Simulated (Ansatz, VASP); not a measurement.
PCS4 in VASP and in Ansatz

```
P C S
1.0
     0.00000    4.02972    4.02972
     4.02972    0.00000    4.02972
     4.02972    4.02972    0.00000
P C S
1 1 4
Direct
  0.25000 0.25000 0.25000
  0.00000 0.00000 0.00000
  0.87418 0.87418 0.87418
  0.87418 0.87418 0.37746
  0.87418 0.37746 0.87418
  0.37746 0.87418 0.87418
```

Alike in both runs: functional PBE; dispersion D3(BJ); k mesh 4 × 4 × 4; occupations gaussian, width 0.1 eV; collinear spin.

Ansatz relaxed the structure, and its values are those at the end. VASP's run is a single point on that final structure, the one shown.

|  | VASP | Ansatz |
| --- | --- | --- |
| version | VASP 6.6.1 | Ansatz 0.2.0 |
| potentials or method | VASP PAW PBE potentials, release 64 (P, C, S), cutoff 520 eV | scalar-relativistic, plane waves, PAW |
| valence electrons in the cell | 33 | 33 |

VASP gave:

| Property | Result |
| --- | --- |
| gap on the k mesh at the Fermi level (eV) | none |
| pressure (GPa) | -0.2 |
| rms of the force components (eV/Å) | 0.035 |
| net moment per atom (μB) | 0.00 |

Estimate Ansatz's values.

gap on the k mesh at the Fermi level (eV): none; pressure (GPa): 0.1; rms of the force components (eV/Å): 0.018; net moment per atom (μB): 0.00.

A gap of «none» marks a metal or a gap that the smearing closes. Ansatz's warnings: seeded moment not kept.
